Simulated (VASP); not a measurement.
# BN (BN (P6_3/mmc)) (Cmcm) in VASP: a series of runs

The runs below take BN (BN (P6_3/mmc)) through single point, with PBE, LDA.

Everything below comes from runs of VASP 6.6.1. Logs are shortened: lines on timing, memory, paths and dates and some standing lists are left out, and cuts for length are marked.

**1. The cell of the first run**

The typed cell holds 36 atoms: a = 7.465 Å, b = 7.465 Å, c = 6.495 Å, α = 90.00°, β = 90.00°, γ = 120.00°.

**2. Single point, PBE**

Contents of INCAR:

```
SYSTEM = BN
PREC     = Accurate       ! precision mode
ENCUT    = 600            ! plane-wave cutoff, eV
EDIFF    = 1E-6           ! SCF threshold, eV
ISMEAR   = -1             ! smearing method
SIGMA    = 0.01           ! smearing width, eV
LREAL    = Auto         
LASPH    = .TRUE.         ! aspherical terms in the spheres
NELM     = 120            ! most SCF steps
ALGO     = Normal         ! electronic algorithm
ISIF     = 2              ! what is computed and relaxed
LWAVE    = .FALSE.        ! write WAVECAR
LCHARG   = .FALSE.        ! write CHGCAR
GGA      = PE             ! functional
NBANDS   = 96             ! bands
GGA_COMPAT= .FALSE.
```

Contents of KPOINTS:

```
regular mesh
0
G
  1 1 1
  0 0 0
```

Contents of POSCAR:

```
BN
1.0
    7.4650312809      0.0000000000      0.0000000000
   -3.7325156404      6.4649067293      0.0000000000
    0.0000000000      0.0000000000      6.4954828800
B N
18 18
Direct
    0.1111968462      0.2221364871      0.2500000000
    0.2221364871      0.1111968462      0.7500000000
    0.1111968462      0.5554698204      0.2500000000
    0.2221364871      0.4445301796      0.7500000000
    0.1111968462      0.8888031538      0.2500000000
    0.2221364871      0.7778635129      0.7500000000
    0.4445301796      0.2221364871      0.2500000000
    0.5554698204      0.1111968462      0.7500000000
    0.4445301796      0.5554698204      0.2500000000
    0.5554698204      0.4445301796      0.7500000000
    0.4445301796      0.8888031538      0.2500000000
    0.5554698204      0.7778635129      0.7500000000
    0.7778635129      0.2221364871      0.2500000000
    0.8888031538      0.1111968462      0.7500000000
    0.7778635129      0.5554698204      0.2500000000
    0.8888031538      0.4445301796      0.7500000000
    0.7778635129      0.8888031538      0.2500000000
    0.8888031538      0.7778635129      0.7500000000
    0.1114069255      0.2219264078      0.7500000000
    0.2219264078      0.1114069255      0.2500000000
    0.1114069255      0.5552597412      0.7500000000
    0.2219264078      0.4447402588      0.2500000000
    0.1114069255      0.8885930745      0.7500000000
    0.2219264078      0.7780735922      0.2500000000
    0.4447402588      0.2219264078      0.7500000000
    0.5552597412      0.1114069255      0.2500000000
    0.4447402588      0.5552597412      0.7500000000
    0.5552597412      0.4447402588      0.2500000000
    0.4447402588      0.8885930745      0.7500000000
    0.5552597412      0.7780735922      0.2500000000
    0.7780735922      0.2219264078      0.7500000000
    0.8885930745      0.1114069255      0.2500000000
    0.7780735922      0.5552597412      0.7500000000
    0.8885930745      0.4447402588      0.2500000000
    0.7780735922      0.8885930745      0.7500000000
    0.8885930745      0.7780735922      0.2500000000
```

Potentials or basis: VASP PAW PBE potentials, release 64 (B, N).

Started as:

```
> cat potpaw_PBE.64/B/POTCAR potpaw_PBE.64/N/POTCAR > POTCAR
> mpirun -np 1 vasp_gam > vasp.out
```

OUTCAR:

```text
SYSTEM = BN
   PREC = Accurate
   ENCUT = 600
   EDIFF = 1E-6
   ISMEAR = -1
   LREAL = Auto
   LASPH = .TRUE.
   NELM = 120
   ISIF = 2
   GGA = PE

 ion  position               nearest neighbor table
   1  0.111  0.222  0.250-  20 1.43  22 1.44  32 1.44
   2  0.222  0.111  0.750-  19 1.43  23 1.44  25 1.44
   3  0.111  0.555  0.250-  22 1.43  34 1.44  24 1.44
   4  0.222  0.445  0.750-  21 1.43  27 1.44  19 1.44
   5  0.111  0.889  0.250-  24 1.43  20 1.44  36 1.44
   6  0.222  0.778  0.750-  23 1.43  21 1.44  29 1.44
[... 28 lines left out ...]
  35  0.778  0.889  0.750-  18 1.43  14 1.44  12 1.44
  36  0.889  0.778  0.250-  17 1.43   5 1.44  15 1.44

  LATTYP: Found a hexagonal cell.
 ALAT       =     7.4650312809
 C/A-ratio  =     0.8701213211

  Lattice vectors:

 A1 = (   7.4650312809,   0.0000000000,   0.0000000000)
 A2 = (  -3.7325156404,   6.4649067293,   0.0000000000)
 A3 = (   0.0000000000,   0.0000000000,   6.4954828800)

Analysis of symmetry for initial positions (statically):
=====================================================================
 Subroutine PRICEL returns following result:

  LATTYP: Found a hexagonal cell.
 ALAT       =     2.4883437608
 C/A-ratio  =     2.6103639627

  Lattice vectors:

 A1 = (   2.4883437608,   0.0000000000,   0.0000000000)
 A2 = (  -1.2441718800,   2.1549689096,   0.0000000000)
 A3 = (   0.0000000000,   0.0000000000,   6.4954828800)

   9 primitive cells build up your supercell.

 Routine SETGRP: Setting up the symmetry group for a
 hexagonal supercell.

 Subroutine GETGRP returns: Found  8 space group operations
 (whereof  4 operations were pure point group operations)
 out of a pool of 24 trial point group operations.

The static configuration has the point symmetry C_2h.
 The point group associated with its full space group is D_2h.

Analysis of symmetry for dynamics (positions and initial velocities):
=====================================================================
 Subroutine PRICEL returns following result:

  LATTYP: Found a hexagonal cell.
 ALAT       =     2.4883437608
 C/A-ratio  =     2.6103639627

  Lattice vectors:

 A1 = (   2.4883437608,   0.0000000000,   0.0000000000)
 A2 = (  -1.2441718800,   2.1549689096,   0.0000000000)
 A3 = (   0.0000000000,   0.0000000000,   6.4954828800)

   9 primitive cells build up your supercell.

 Routine SETGRP: Setting up the symmetry group for a
 hexagonal supercell.

 Subroutine GETGRP returns: Found  8 space group operations
 (whereof  4 operations were pure point group operations)
 out of a pool of 24 trial point group operations.

The dynamic configuration has the point symmetry C_2h.
 The point group associated with its full space group is D_2h.

 Subroutine INISYM returns: Found  8 space group operations
 (whereof  4 operations are pure point group operations),
 and found     9 'primitive' translations

----------------------------------------------------------------------------------------

                                     Primitive cell

  volume of cell :      34.8308

  direct lattice vectors                    reciprocal lattice vectors
     2.488343761  0.000000000  0.000000000     0.401873735  0.232021909  0.000000000
    -1.244171880  2.154968910  0.000000000     0.000000000  0.464043818  0.000000000
     0.000000000  0.000000000  6.495482880     0.000000000  0.000000000  0.153953142

  length of vectors
     2.488343761  2.488343760  6.495482880     0.464043818  0.464043818  0.153953142

  position of ions in fractional coordinates (direct lattice)
     0.333590539  0.666409461  0.250000000
     0.666409461  0.333590539  0.750000000
     0.334220776  0.665779223  0.750000000
     0.665779223  0.334220777  0.250000000

  ion indices of the primitive-cell ions
   primitive index   ion index
                 1           1
                 2           2
                 3          19
                 4          20

----------------------------------------------------------------------------------------

 KPOINTS: regular mesh

Automatic generation of k-mesh.
 Grid dimensions read from file:
 generate k-points for:    1    1    1

 Generating k-lattice:

  Cartesian coordinates                     Fractional coordinates (reciprocal lattice)
     0.133957912  0.077340636  0.000000000     1.000000000  0.000000000  0.000000000
     0.000000000  0.154681273  0.000000000     0.000000000  1.000000000  0.000000000
     0.000000000  0.000000000  0.153953142     0.000000000  0.000000000  1.000000000

  Length of vectors
     0.154681273  0.154681273  0.153953142

  Shift w.r.t. Gamma in fractional coordinates (k-lattice)
     0.000000000  0.000000000  0.000000000

 Subroutine IBZKPT returns following result:
 ===========================================

 Found      1 irreducible k-points:

 Following reciprocal coordinates:
            Coordinates               Weight
  0.000000  0.000000  0.000000      1.000000
   k-points           NKPTS =      1   k-points in BZ     NKDIM =      1   number of bands    NBANDS=     96
   number of dos      NEDOS =    301   number of ions     NIONS =     36
   total plane-waves  NPLWV = 194400
   dimension x,y,z NGX =    60 NGY =   60 NGZ =   54
   dimension x,y,z NGXF=   120 NGYF=  120 NGZF=  108
   ions per type =              18  18
   NGX,Y,Z   is equivalent  to a cutoff of  13.36, 13.36, 13.82 a.u.
   NGXF,Y,Z  is equivalent  to a cutoff of  26.72, 26.72, 27.64 a.u.
 SYSTEM =  BN
   PREC   = accura    normal or accurate (medium, high low for compatibility)
   ISTART =      0    job   : 0-new  1-cont  2-samecut
   ICHARG =      2    charge: 1-file 2-atom 10-const
   ISPIN  =      1    spin polarized calculation?
   LNONCOLLINEAR =      F non collinear calculations
   LSORBIT =      F    spin-orbit coupling
   LASPH  =      T    aspherical Exc in radial PAW
   ENCUT  =  600.0 eV  44.10 Ry    6.64 a.u.  14.91 14.91 12.97*2*pi/ulx,y,z
   NELM   =    120;   NELMIN=  2; NELMDL= -5     # of ELM steps
   EDIFF  = 0.1E-05   stopping-criterion for ELM
   LREAL  =      T    real-space projection
   EDIFFG = 0.1E-04   stopping-criterion for IOM
   NSW    =      0    number of steps for IOM
   IBRION =     -1    ionic relax: 0-MD 1-quasi-New 2-CG
   NFREE  =      0    steps in history (QN), initial steepest desc. (CG)
   ISIF   =      2    stress and relaxation
   ISYM   =      2    0-nonsym 1-usesym 2-fastsym
   POTIM  = 0.5000    time-step for ionic-motion
   TEBEG  =    0.0;   TEEND  =   0.0 temperature during run
   PSTRESS=    0.0 pullay stress
   NELECT =     144.0000    total number of electrons
   NUPDOWN=      -1.0000    fix difference up-down
   EMIN   =  10.00;   EMAX   =-10.00  energy-range for DOS
   EFERMI =   0.00;   METHOD = LEGACY
   ISMEAR =    -1;   SIGMA  =   0.01  broadening in eV -4-tet -1-fermi 0-gaus
   EFERMI_NEDOS =   21; number of points for ismear=-14 and -15
   IALGO  =     38    algorithm
   IMIX   =      4    mixing-type and parameters
     AMIX     =   0.40;   BMIX     =  1.00
     AMIX_MAG =   1.60;   BMIX_MAG =  1.00
  volume/ion in A,a.u.               =       8.71        58.76
  Fermi-wavevector in a.u.,A,eV,Ry     =   1.263166  2.387038 21.709310  1.595589
  Thomas-Fermi vector in A             =   2.396537
   LORBIT       =      0    0 simple, 1 ext, 2 COOP (PROOUT), +10 PAW based schemes
   GGA     = PE    functional components
   LHFCALC =     F    Hartree Fock is set to
   AEXX    =    0.0000 exact exchange contribution
   IVDW    =     0    specifies the selected vdW correction
   LEPSILON=     F    determine dielectric tensor
   LRPA    =     F    only Hartree local field effects (RPA)
 non-spin polarized calculation
  energy-cutoff  :      600.00
  volume of cell :      313.48
 maximum number of plane-waves:      5218
 NGX is ok and might be reduce to    60
   NGX = 29   NGY = 29   NGZ = 25

 number of electron     143.9999978 magnetization

 Free energy of the ion-electron system (eV)
  ---------------------------------------------------
  ext. energy  EPLUGINS =         0.00000000
  ---------------------------------------------------
  free energy    TOTEN  =      -313.37097580 eV

  energy without entropy =     -313.37097580  energy(sigma->0) =     -313.37097580

 E-fermi :   2.7974     XC(G=0): -10.2267

 val. band max:        2.5168033417   @ k =   0.0000   0.0000   0.0000
 cond. band min:       7.4889194297   @ k =   0.0000   0.0000   0.0000
 fundamental gap:      4.9721160880
 Fermi energy:         2.7974157472

 k-point     1 :       0.0000    0.0000    0.0000
  band No.  band energies     occupation
      1     -15.3324      2.00000
      2     -14.9844      2.00000
      3     -13.3066      2.00000
      4     -13.3066      2.00000
      5     -13.3013      2.00000
      6     -13.3013      2.00000
[... 76 lines left out ...]
     83       9.5215      0.00000
     84      10.4371      0.00000
 [bands above 84 left out]

------------------------ aborting loop because EDIFF is reached ----------------------------------------

  FORCE on cell =-STRESS in cart. coord.  units (eV):
  Direction    XX          YY          ZZ          XY          YZ          ZX
  --------------------------------------------------------------------------------------
  -------------------------------------------------------------------------------------
  Total       21.4339240     20.2368156     11.8139820     -1.0367262      0.0000000      0.0000000
  in kB      109.5486248    103.4302132     60.3811735     -5.2987000      0.0000000      0.0000000
  external PRESSURE =      91.1200038 kB  Pullay stress =       0.0000000 kB

 VOLUME and BASIS-vectors are now :
 -----------------------------------------------------------------------------
  energy-cutoff  :      600.00
  volume of cell :      313.48
      direct lattice vectors                 reciprocal lattice vectors
     7.465031281  0.000000000  0.000000000     0.133957912  0.077340636  0.000000000
    -3.732515640  6.464906729  0.000000000     0.000000000  0.154681273  0.000000000
     0.000000000  0.000000000  6.495482880     0.000000000  0.000000000  0.153953142

 POSITION                                       TOTAL-FORCE (eV/Angst)
 -----------------------------------------------------------------------------------
      0.00096      1.43609      1.62387        -0.186830      0.107866     -0.000000
      1.24321      0.71888      4.87161         0.186830     -0.107866     -0.000000
     -1.24321      3.59106      1.62387        -0.186830      0.107866      0.000000
     -0.00096      2.87385      4.87161         0.186830     -0.107866     -0.000000
     -2.48738      5.74603      1.62387        -0.186830      0.107866      0.000000
     -1.24513      5.02882      4.87161         0.186830     -0.107866      0.000000
[... 28 lines left out ...]
      2.49166      5.74467      4.87161        -0.191678      0.110665     -0.000000
      3.72920      5.03017      1.62387         0.191678     -0.110665     -0.000000
 -----------------------------------------------------------------------------------
    total drift:                                0.000000      0.000000     -0.000000

  FREE ENERGIE OF THE ION-ELECTRON SYSTEM (eV)
  ---------------------------------------------------
  free  energy   TOTEN  =      -313.3709757961 eV

  energy  without entropy=     -313.3709757961  energy(sigma->0) =     -313.37097580
```

Wall time 2.4 min (1 thread of Intel Xeon 8259CL, shared host); peak memory 0.42 GiB.

What came out:

```yaml
Free_energy: -313.3710 eV
Pressure: 9.1 GPa
Largest_force: 0.221 eV/Å
Band_gap_on_the_k_mesh: 4.97 eV
```

Forces on the atoms (eV/Å):
```
B   -0.187  0.108  0.000
B    0.187 -0.108  0.000
B   -0.187  0.108  0.000
B    0.187 -0.108  0.000
B   -0.187  0.108  0.000
B    0.187 -0.108  0.000
B   -0.187  0.108  0.000
B    0.187 -0.108  0.000
B   -0.187  0.108  0.000
B    0.187 -0.108  0.000
B   -0.187  0.108  0.000
B    0.187 -0.108  0.000
B   -0.187  0.108  0.000
B    0.187 -0.108  0.000
B   -0.187  0.108  0.000
B    0.187 -0.108  0.000
B   -0.187  0.108  0.000
B    0.187 -0.108  0.000
N   -0.192  0.111  0.000
N    0.192 -0.111  0.000
N   -0.192  0.111  0.000
N    0.192 -0.111  0.000
N   -0.192  0.111  0.000
N    0.192 -0.111  0.000
N   -0.192  0.111  0.000
N    0.192 -0.111  0.000
N   -0.192  0.111  0.000
N    0.192 -0.111  0.000
N   -0.192  0.111  0.000
N    0.192 -0.111  0.000
N   -0.192  0.111  0.000
N    0.192 -0.111  0.000
N   -0.192  0.111  0.000
N    0.192 -0.111  0.000
N   -0.192  0.111  0.000
N    0.192 -0.111  0.000
```

Caveat: the k points lie up to 0.97 Å⁻¹ apart; this functional lacks dispersion, which binds the layers, so the pressure and a relaxed spacing across them are unreliable. PBE gaps usually lie below the measured ones, often by a third to a half.

**3. Single point, LDA**

Contents of INCAR:

```
SYSTEM = BN
  ALGO = Normal
  EDIFF = 1E-6
  ENCUT = 600
  GGA = CA
  GGA_COMPAT = .False.
  ISIF = 2
  ISMEAR = -1
  LASPH = .True.
  LCHARG = .False.
  LREAL = Auto
  LWAVE = .False.
  NBANDS = 96
  NELM = 120
  PREC = Accurate
  SIGMA = 0.01
```

Contents of KPOINTS:

```
Automatic mesh
0
Gamma
  1 1 1
  0.25 0.25 0.25
```

POSCAR is that of step 2.

Potentials or basis: VASP PAW LDA potentials, release 64 (B, N).

Started as:

```
> cat potpaw_LDA.64/B/POTCAR potpaw_LDA.64/N/POTCAR > POTCAR
> mpirun -np 1 vasp_std > vasp.out
```

OUTCAR:

```text
SYSTEM = BN
   EDIFF = 1E-6
   ENCUT = 600
   GGA = CA
   ISIF = 2
   ISMEAR = -1
   LASPH = .True.
   LREAL = Auto
   NELM = 120
   PREC = Accurate

 ion  position               nearest neighbor table
   1  0.111  0.222  0.250-  20 1.43  22 1.44  32 1.44
   2  0.222  0.111  0.750-  19 1.43  23 1.44  25 1.44
   3  0.111  0.555  0.250-  22 1.43  34 1.44  24 1.44
   4  0.222  0.445  0.750-  21 1.43  27 1.44  19 1.44
   5  0.111  0.889  0.250-  24 1.43  20 1.44  36 1.44
   6  0.222  0.778  0.750-  23 1.43  21 1.44  29 1.44
[... 37 lines left out ...]
 A1 = (   7.4650312809,   0.0000000000,   0.0000000000)
 A2 = (  -3.7325156404,   6.4649067293,   0.0000000000)
 A3 = (   0.0000000000,   0.0000000000,   6.4954828800)

Analysis of symmetry for initial positions (statically):
=====================================================================
 Subroutine PRICEL returns following result:

  LATTYP: Found a hexagonal cell.
 ALAT       =     2.4883437608
 C/A-ratio  =     2.6103639627

  Lattice vectors:

 A1 = (   2.4883437608,   0.0000000000,   0.0000000000)
[... 262 lines left out ...]
  band No.  band energies     occupation
      1     -14.8611      2.00000
      2     -14.6130      2.00000
      3     -14.3335      2.00000
      4     -14.3309      2.00000
      5     -14.1023      2.00000
      6     -14.0994      2.00000
[... 76 lines left out ...]
     83       8.9931      0.00000
     84       9.4753      0.00000
 [bands above 84 left out]

------------------------ aborting loop because EDIFF is reached ----------------------------------------

  FORCE on cell =-STRESS in cart. coord.  units (eV):
  Direction    XX          YY          ZZ          XY          YZ          ZX
  --------------------------------------------------------------------------------------
  -------------------------------------------------------------------------------------
  Total        2.8808174      1.6290217     -0.6082979     -1.0840868      0.0000000      0.0000000
  in kB       14.7238359      8.3259177     -3.1090058     -5.5407597      0.0000000      0.0000000
  external PRESSURE =       6.6469159 kB  Pullay stress =       0.0000000 kB

 VOLUME and BASIS-vectors are now :
 -----------------------------------------------------------------------------
  energy-cutoff  :      600.00
  volume of cell :      313.48
      direct lattice vectors                 reciprocal lattice vectors
     7.465031281  0.000000000  0.000000000     0.133957912  0.077340636  0.000000000
    -3.732515640  6.464906729  0.000000000     0.000000000  0.154681273  0.000000000
     0.000000000  0.000000000  6.495482880     0.000000000  0.000000000  0.153953142

 POSITION                                       TOTAL-FORCE (eV/Angst)
 -----------------------------------------------------------------------------------
      0.00096      1.43609      1.62387        -0.183062      0.105691     -0.000000
      1.24321      0.71888      4.87161         0.183062     -0.105691     -0.000000
     -1.24321      3.59106      1.62387        -0.183062      0.105691     -0.000000
     -0.00096      2.87385      4.87161         0.183062     -0.105691     -0.000000
     -2.48738      5.74603      1.62387        -0.183062      0.105691     -0.000000
     -1.24513      5.02882      4.87161         0.183062     -0.105691     -0.000000
[... 28 lines left out ...]
      2.49166      5.74467      4.87161        -0.184914      0.106760      0.000000
      3.72920      5.03017      1.62387         0.184914     -0.106760      0.000000
 -----------------------------------------------------------------------------------
    total drift:                                0.000000      0.000000     -0.000000

  FREE ENERGIE OF THE ION-ELECTRON SYSTEM (eV)
  ---------------------------------------------------
  free  energy   TOTEN  =      -347.7283796785 eV

  energy  without entropy=     -347.7283796785  energy(sigma->0) =     -347.72837968
```

stdout:

```text
POSCAR found type information on POSCAR B N
 POSCAR found :  2 types and      36 ions
 scaLAPACK will be used
 LDA part: xc-table for (Slater(with rela. corr.)+CA(PZ))
 , standard interpolation
 POSCAR, INCAR and KPOINTS ok, starting setup
 FFT: planning ... GRIDC
 FFT: planning ... GRID_SOFT
 FFT: planning ... GRID
 WAVECAR not read
 entering main loop
```

Run time: 3.4 min. Hardware: 1 thread of Intel Xeon 8259CL, shared host; peak memory 0.34 GiB.

Results:

- Free energy: -347.7284 eV
- Pressure: 0.7 GPa
- Largest force: 0.214 eV/Å
- Band gap on the k mesh: 4.62 eV

Forces on the atoms (eV/Å):
```
B   -0.183  0.106  0.000
B    0.183 -0.106  0.000
B   -0.183  0.106  0.000
B    0.183 -0.106  0.000
B   -0.183  0.106  0.000
B    0.183 -0.106  0.000
B   -0.183  0.106  0.000
B    0.183 -0.106  0.000
B   -0.183  0.106  0.000
B    0.183 -0.106  0.000
B   -0.183  0.106  0.000
B    0.183 -0.106  0.000
B   -0.183  0.106  0.000
B    0.183 -0.106  0.000
B   -0.183  0.106  0.000
B    0.183 -0.106  0.000
B   -0.183  0.106  0.000
B    0.183 -0.106  0.000
N   -0.185  0.107  0.000
N    0.185 -0.107  0.000
N   -0.185  0.107  0.000
N    0.185 -0.107  0.000
N   -0.185  0.107  0.000
N    0.185 -0.107  0.000
N   -0.185  0.107  0.000
N    0.185 -0.107  0.000
N   -0.185  0.107  0.000
N    0.185 -0.107  0.000
N   -0.185  0.107  0.000
N    0.185 -0.107  0.000
N   -0.185  0.107  0.000
N    0.185 -0.107  0.000
N   -0.185  0.107  0.000
N    0.185 -0.107  0.000
N   -0.185  0.107  0.000
N    0.185 -0.107  0.000
```

Caveat: the k points lie up to 0.97 Å⁻¹ apart.
